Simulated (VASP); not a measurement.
Set up this calculation in VASP 6.6.1, as the native input.

- Task: relaxation of cell and atoms
- Functional: PBEsol
- Potentials or basis: VASP PAW PBE potentials, release 64 (Ta_pv, N)
- Cutoff: 600 eV
- k mesh: 9 × 9 × 13
- Occupations: fermi-dirac, width 1 eV
- Spin: no spin polarisation
- Dipole correction: no
- Further INCAR settings: ALGO = Normal; EDIFF = 1e-06; IBRION = 2; EDIFFG = -0.005; NSW = 80; ISIF = 3

The structure of TaN (TaN (P-62m)) lies in POSCAR:

```
TaN
1.0
    5.2084955000      0.0000000000      0.0000000000
   -2.6042477000      4.5106894000      0.0000000000
    0.0000000000      0.0000000000      2.9147478000
Ta N
3 3
Direct
    0.0000000000      0.0000000000      0.0000000000
    0.3333333300      0.6666666700      0.5000000000
    0.6666666700      0.3333333300      0.5000000000
    0.3923921700      0.0000000000      0.0000000000
    0.6076078300      0.6076078300      0.0000000000
    0.0000000000      0.3923921700      0.0000000000
```

The input as run:

INCAR

```
SYSTEM = TaN
PREC = Accurate
ENCUT = 600
EDIFF = 1E-6
ISMEAR = -1
SIGMA = 1.0
LREAL = .FALSE.
LASPH = .TRUE.
NELM = 100
ALGO = Normal
ISIF = 3
LWAVE = .FALSE.
LCHARG = .FALSE.
GGA = PS
IBRION = 2
NSW = 80
EDIFFG = -0.005
```

KPOINTS

```
regular mesh
0
G
  9 9 13
  0 0 0
```

Potentials or basis: VASP PAW PBE potentials, release 64 (Ta_pv, N).

Command:

```sh
$ cat potpaw_PBE.64/Ta_pv/POTCAR potpaw_PBE.64/N/POTCAR > POTCAR
$ mpirun -np 1 vasp_std > vasp.out
```

Results of the run:

The relaxed volume is 11.58 Å³/atom. The relaxed cell is a = 5.230 Å, b = 5.230 Å, c = 2.934 Å, α = 90.00°, β = 90.00°, γ = 120.00°. The space group after relaxing (to 0.05 Å) is P-62m (No. 189). The energy gained by relaxing is 2.8 meV/atom, the ionic steps are 9 and the pressure after relaxing is 0.0 GPa. The band gap on the k mesh is zero (band 24 reaches 9.78 eV, above the bottom of band 25 at 6.81 eV).

Caveat: the PAW data sets were made with another functional, which shifts forces and pressure a little; spin-orbit coupling is left out, which moves the levels of the heavy elements.

It took 16 min on 1 thread of AMD EPYC 7R43 64-Core Processor (Zen 3) (shared host), peak memory 0.29 GiB.
